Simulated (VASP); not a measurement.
HgH: single point with PBE

HgH:

```xyz
4
Lattice="3.0455 0.0000 0.7230 0.0000 6.2678 0.0000 -0.8730 0.0000 3.6084" Properties=species:S:1:pos:R:3 pbc="T T T"
Hg    0.6481    1.5669    3.9711
Hg    1.5238    4.7008    0.3596
H     1.0846    1.5669    2.1668
H     1.0878    4.7008    2.1640
```

```
Program                : VASP 6.6.1
Task                   : single point
Functional             : PBE
Potentials or basis    : VASP PAW PBE potentials, release 64 (Hg, H)
Cutoff                 : 520 eV
k mesh                 : 12 × 6 × 10
Occupations            : gaussian, width 0.1 eV
Spin                   : no spin polarisation
Dipole correction      : no
Further INCAR settings : ALGO = Normal; EDIFF = 1e-07; NBANDS = 21
```

```json
{
 "Pressure": "0.2 GPa",
 "Band gap on the k mesh": "zero (band 13 reaches 4.37 eV, above the bottom of band 14 at -3.59 eV)"
}
```

Stress tensor (GPa, compression positive):
```
 0.13  0.00 -0.07
 0.00  0.08  0.00
-0.07  0.00  0.51
```

Levels at points of the mesh, in eV from the Fermi level:
```csv
k point,band 9,band 10,band 11,band 12,band 13,band 14,band 15,band 16,band 17,band 18
"(0.00, 0.00, 0.00)",-6.72,-6.66,-6.43,-4.11,-1.22,4.58,4.91,6.64,7.32,9.00
"(0.50, 0.00, 0.00)",-6.66,-5.97,-4.10,-2.15,-1.21,1.52,1.53,6.64,6.80,7.34
"(0.00, 0.50, 0.00)",-6.68,-6.68,-6.64,-6.64,2.85,2.85,5.73,5.73,5.99,5.99
"(0.50, 0.50, 0.00)",-6.83,-6.83,-3.64,-3.64,-0.05,-0.05,5.13,5.13,8.50,8.50
"(0.00, 0.00, 0.50)",-6.72,-6.42,-5.54,-5.42,-4.31,-1.94,0.41,5.41,7.69,11.19
"(0.50, 0.00, 0.50)",-6.72,-5.97,-4.31,-3.33,-1.92,0.42,1.27,3.21,3.22,5.41
"(0.00, 0.50, 0.50)",-6.66,-6.66,-4.89,-4.89,-4.61,-4.61,5.48,5.48,6.68,6.68
"(0.50, 0.50, 0.50)",-6.55,-6.55,-3.80,-3.80,-1.19,-1.19,1.62,1.62,6.10,6.10
```

Run time: 100 s on 1 thread of Intel(R) Xeon(R) Platinum 8559C (Emerald Rapids) (shared host), peak memory 0.41 GiB.

Caveat: spin-orbit coupling is left out, which moves the levels of the heavy elements.
